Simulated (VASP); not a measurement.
Input of a VASP 6.6.1 run:

The input INCAR:

```
ALGO = Normal
EDIFF = 1E-6
ENCUT = 520
GGA = PE
ISIF = 2
ISMEAR = 0
IVDW = 12
LASPH = True
LCHARG = True
LELF = True
LREAL = False
LVHAR = True
LWAVE = False
NBANDS = 11
NELM = 100
PREC = Accurate
SIGMA = 0.15
```

The input KPOINTS:

```
k-points
0
Gamma
  21 21 12
```

Contents of POSCAR:

```
C
1.0
    2.4646600538      0.0000000000      0.0000000000
   -1.2323300269      2.1344582183      0.0000000000
    0.0000000000      0.0000000000      3.5719697732
C
2
Direct
    0.3286483037      0.6572966074      0.0000000000
    0.6713516963      0.3427033926      0.0000000000
```

Potentials or basis: VASP PAW PBE potentials, release 64 (C).

Run with:

```console
$ cat potpaw_PBE.64/C/POTCAR > POTCAR
$ mpirun -np 1 vasp_std > vasp.out
```

(1) Estimate the pressure.

(2) Estimate the band gap on the k mesh.

(3) Predict the dispersion energy per atom.

(4) Predict the largest force.

## Answers

(1) 1.1 GPa.

(2) zero (bands 4 and 5 overlap by 0.40 eV).

(3) -0.145 eV.

(4) 2.060 eV/Å.

Caveat: the cell differs from its parent crystal (atoms displaced along a vibrational mode); forces of over 1 eV/Å act on the atoms, so gaps and moduli don't describe the material at rest.
